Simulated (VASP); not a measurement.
# BaS (Fm-3m) in VASP: a series of runs, part 2 of 2

VASP 6.6.1.

## 4. Relaxation of cell and atoms, r2SCAN, target pressure 5 GPa, at which the enthalpy is minimised

This run uses another cell than the first one, of 33.16 Å³/atom, 1.096 times its volume.

Input file POSCAR:

```
BaS
1.0
    0.0000000000      3.2126961047      3.2126961047
    3.2126961047      0.0000000000      3.2126961047
    3.2126961047      3.2126961047      0.0000000000
Ba S
1 1
Direct
    0.0000000000      0.0000000000      0.0000000000
    0.5000000000      0.5000000000      0.5000000000
```

Input file INCAR.step1:

```
ALGO = Normal
EDIFF = 1E-4
ENCUT = 600
GGA = PE
ISMEAR = 0
LASPH = T
LCHARG = F
LREAL = F
LWAVE = T
NELM = 60
PREC = Accurate
SIGMA = 0.01
```

Input file INCAR.step2:

```
ALGO = Normal
EDIFF = 1E-6
EDIFFG = -0.002
ENCUT = 600
IBRION = 2
ISIF = 3
ISMEAR = 0
ISTART = 1
LASPH = T
LCHARG = F
LMIXTAU = T
LREAL = F
LWAVE = F
METAGGA = R2SCAN
NELM = 60
NSW = 100
PREC = Accurate
PSTRESS = 50.0
SIGMA = 0.01
```

Input file KPOINTS:

```
k-points
0
Gamma
  6 6 6
```

Potentials or basis: VASP PAW PBE potentials, release 64 (Ba_sv, S).

On the command line:

```bash
$ cat potpaw_PBE.64/Ba_sv/POTCAR potpaw_PBE.64/S/POTCAR > POTCAR
$ cp INCAR.step1 INCAR
$ mpirun -np 1 vasp_std > vasp.out
$ cp INCAR.step2 INCAR
$ mpirun -np 1 vasp_std > vasp.out
```

OUTCAR:

```text
EDIFF = 1E-6
   EDIFFG = -0.002
   ENCUT = 600
   IBRION = 2
   ISIF = 3
   ISMEAR = 0
   ISTART = 1
   LASPH = T
   LREAL = F
   METAGGA = R2SCAN
   NELM = 60
   NSW = 100
   PREC = Accurate
   PSTRESS = 50.0

 ion  position               nearest neighbor table
   1  0.000  0.000  0.000-   2 3.21   2 3.21   2 3.21   2 3.21   2 3.21   2 3.21
   2  0.500  0.500  0.500-   1 3.21   1 3.21   1 3.21   1 3.21   1 3.21   1 3.21

  LATTYP: Found a face centered cubic cell.
 ALAT       =     6.4253922094

  Lattice vectors:

 A1 = (   0.0000000000,   3.2126961047,   3.2126961047)
 A2 = (   3.2126961047,   0.0000000000,   3.2126961047)
 A3 = (   3.2126961047,   3.2126961047,   0.0000000000)

Analysis of symmetry for initial positions (statically):
=====================================================================
 Subroutine PRICEL returns:
 Original cell was already a primitive cell.

 Routine SETGRP: Setting up the symmetry group for a
 face centered cubic supercell.

 Subroutine GETGRP returns: Found 48 space group operations
 (whereof 48 operations were pure point group operations)
 out of a pool of 48 trial point group operations.

The static configuration has the point symmetry O_h .

Analysis of symmetry for dynamics (positions and initial velocities):
=====================================================================
 Subroutine PRICEL returns:
 Original cell was already a primitive cell.

 Routine SETGRP: Setting up the symmetry group for a
 face centered cubic supercell.
[... 136 lines left out ...]

 number of electron      16.0000002 magnetization

 Free energy of the ion-electron system (eV)
  ---------------------------------------------------
  ext. energy  EPLUGINS =         0.00000000
  ---------------------------------------------------
  free energy    TOTEN  =       -39.20579936 eV

  energy without entropy =      -39.20579936  energy(sigma->0) =      -39.20579936

 E-fermi :   1.1796     XC(G=0):  -9.0014

 val. band max:        1.1282713239   @ k =   0.0000   0.0000   0.0000
 cond. band min:       3.6205837461   @ k =   0.5000   0.5000   0.0000
 fundamental gap:      2.4923124222
 Fermi energy:         1.1796490542

 k-point     1 :       0.0000    0.0000    0.0000
  band No.  band energies     occupation
      1     -25.7414      2.00000
      2     -10.3767      2.00000
      3     -10.3767      2.00000
      4     -10.3767      2.00000
      5      -9.6421      2.00000
      6       1.1283      2.00000
      7       1.1283      2.00000
      8       1.1283      2.00000
      9       5.2578      0.00000
     10       5.4324      0.00000
     11       5.4324      0.00000
     12       5.4324      0.00000
[... 412 lines left out ...]
--------------------------------------- Ionic step        6  -------------------------------------------

 number of electron      15.9999998 magnetization

 Free energy of the ion-electron system (eV)
  ---------------------------------------------------
  ext. energy  EPLUGINS =         0.00000000
  ---------------------------------------------------
  free energy    TOTEN  =       -39.12252015 eV

  energy without entropy =      -39.12252015  energy(sigma->0) =      -39.12252015

 E-fermi :   1.6185     XC(G=0):  -9.3580

 val. band max:        1.5582508276   @ k =   0.0000   0.0000   0.0000
 cond. band min:       3.9038343853   @ k =   0.5000   0.5000   0.0000
 fundamental gap:      2.3455835578
 Fermi energy:         1.6184509359

 k-point     1 :       0.0000    0.0000    0.0000
  band No.  band energies     occupation
      1     -25.0626      2.00000
      2      -9.6862      2.00000
      3      -9.6862      2.00000
      4      -9.6862      2.00000
      5      -9.3391      2.00000
      6       1.5583      2.00000
      7       1.5583      2.00000
      8       1.5583      2.00000
      9       5.8623      0.00000
     10       5.8623      0.00000
     11       5.8623      0.00000
     12       6.1175      0.00000
[... 256 lines left out ...]
  energy  without entropy=      -39.1225201543  energy(sigma->0) =      -39.12252015

  enthalpy is  TOTEN    =       -37.2116801362 eV   P V=        1.9108400182

 reached required accuracy - stopping structural energy minimisation
```

It took 2.1 min on 1 thread of Intel Xeon 6975P-C (Granite Rapids), shared host; peak memory 0.24 GiB.

What came out:

```yaml
Free_energy: -39.1225 eV
Relaxed_volume: 30.62 Å³/atom
Relaxed_cell: a = 4.424 Å, b = 4.424 Å, c = 4.424 Å, α = 60.00°, β = 60.00°, γ = 60.00°
Space_group_after_relaxing_to_0.05_Å: Fm-3m (No. 225)
Energy_change_on_relaxing_the_enthalpy_is_what_falls: +41.6 meV/atom
Ionic_steps: 6
Pressure_after_relaxing: 5.0 GPa
Band_gap_on_the_k_mesh: 2.35 eV, indirect (least direct gap 2.44 eV)
```

Step by step:
| step | energy change (eV) | largest force (eV/Å) | pressure (GPa) | volume (Å³) |
| --- | --- | --- | --- | --- |
| 1 | 0.0000 | 0.0000 | 0.56 | 66.32 |
| 2 | 0.2289 | 0.0000 | 9.10 | 57.88 |
| 3 | 0.0825 | 0.0000 | 4.97 | 61.26 |
| 4 | 0.0856 | 0.0000 | 5.07 | 61.16 |
| 5 | 0.0821 | 0.0000 | 4.96 | 61.27 |
| 6 | 0.0833 | 0.0000 | 5.00 | 61.23 |

Final structure:
```
Ba S
1.0
     0.00000    3.12832    3.12832
     3.12832    0.00000    3.12832
     3.12832    3.12832    0.00000
Ba S
1 1
Direct
  0.00000 0.00000 0.00000
  0.50000 0.50000 0.50000
```

Caveat: the cell is relaxed towards a set pressure, so the enthalpy falls and the energy may rise; the PAW data sets were made with another functional, which shifts forces and pressure a little; spin-orbit coupling is left out, which moves the levels of the heavy elements.

## 5. Overview

```csv
task,cell,cutoff (eV),gap on the mesh (eV),pressure (GPa)
single point,"a = 4.407 Å, angles 60.0°, 2 atoms",520,2.32,5.8
single point,"a = 4.396 Å, angles 60.0°, 2 atoms",520,2.30,6.3
relaxation of cell and atoms,"relaxed to 5 GPa from a = 4.543 Å, angles 60.0°, 2 atoms",600,2.35,5.0
```

Alike in all rows: level r2SCAN; potentials or basis VASP PAW PBE potentials, release 64 (Ba_sv, S); no spin polarisation; k mesh 6 × 6 × 6; smearing gaussian 0.01 eV.

Caveats: the PAW data sets were made with another functional, which shifts forces and pressure a little; spin-orbit coupling is left out, which moves the levels of the heavy elements; the cell is relaxed towards a set pressure, so the enthalpy falls and the energy may rise (some runs).

Absolute energies hang on the potentials; compare differences alone.
